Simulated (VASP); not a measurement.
A run of VASP 6.6.1 is set up as follows.

The input INCAR:

```
SYSTEM = MoS2
ALGO = Normal
EDIFF = 1E-6
ENCUT = 520
GGA = PE
ISIF = 2
ISMEAR = 0
IVDW = 12
LASPH = .TRUE.
LCHARG = .FALSE.
LREAL = .FALSE.
LWAVE = .FALSE.
NBANDS = 64
NELM = 60
PREC = Accurate
SIGMA = 0.05
```

KPOINTS

```
k-points
0
G
  6 6 4
  0 0 0
```

Contents of POSCAR:

```
MoS2
1.0
    6.2994479940      0.0000000001      0.0000000000
   -3.1497239971      5.4554819926      0.0000000000
    0.0000000000      0.0000000000      6.6475426602
Mo S
4 8
Direct
    0.5000000000      0.5000000000      0.0000000000
    0.5000000000      0.0000000000      0.0000000000
    0.0000000000      0.5000000000      0.0000000000
    0.0000000000      0.0000000000      0.0000000000
    0.1666666667      0.3333333333      0.2356692374
    0.1666666667      0.8333333333      0.2356692374
    0.6666666667      0.3333333333      0.2356692374
    0.6666666667      0.8333333333      0.2356692374
    0.1666666667      0.3333333333      0.7643307626
    0.1666666667      0.8333333333      0.7643307626
    0.6666666667      0.3333333333      0.7643307626
    0.6666666667      0.8333333333      0.7643307626
```

Potentials or basis: VASP PAW PBE potentials, release 64 (Mo_sv, S).

Launch:

```bash
$ cat potpaw_PBE.64/Mo_sv/POTCAR potpaw_PBE.64/S/POTCAR > POTCAR
$ mpirun -np 1 vasp_std > vasp.out
```

Question: Estimate the largest force.

Answer: 0.012 eV/Å.

Question: Estimate the pressure.

Answer: -0.1 GPa.

Question: What does it give for the dispersion energy per atom?

Answer: -0.398 eV.

Question: Estimate the band gap on the k mesh.

Answer: 1.22 eV.

Forces in eV/Å, atoms in the order of the input:
```
Mo   0.000  0.000  0.000
Mo   0.000  0.000  0.000
Mo   0.000  0.000  0.000
Mo   0.000  0.000  0.000
S    0.000  0.000 -0.012
S    0.000  0.000 -0.012
S    0.000  0.000 -0.012
S    0.000  0.000 -0.012
S    0.000  0.000  0.012
S    0.000  0.000  0.012
S    0.000  0.000  0.012
S    0.000  0.000  0.012
```

A k mesh can miss the band edges.
